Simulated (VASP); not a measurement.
Runs of VASP 6.6.1 on Co. The structure is that of space group Pm-3m (No. 221), or close to it. The cells are those of the table. This isn't the form of Co at room conditions, which is hcp.

| spin | cell | k mesh | gap on the mesh (eV) | pressure (GPa) |
| --- | --- | --- | --- | --- |
| off | a = 2.132 Å, 1 atom | 16 × 16 × 16 | none | 37.0 |
| off | a = 2.164 Å, 1 atom | 16 × 16 × 16 | none | 21.6 |
| non-collinear, zero start, SOC | a = 2.225 Å, 1 atom | 14 × 14 × 14 | - | (b) |
| off | a = 2.310 Å, 1 atom | 16 × 16 × 16 | none | -20.3 |
| off | a = 2.254 Å, 1 atom | 16 × 16 × 16 | none | -8.9 |
| off | a = 2.283 Å, 1 atom | 16 × 16 × 16 | none | (a) |

Alike in all rows: task single point; level LDA; potentials or basis VASP PAW LDA potentials, release 64 (Co); cutoff (eV) 520; smearing fermi-dirac 0.1 eV.

Q: Fill in the values left out.

A: (a) -15.2; (b) -0.9.

Caveats: the cell stands under tension (at least some runs); the cell stands under pressure (at least some runs).

A gap of «none» marks levels without a gap at the run's occupations.
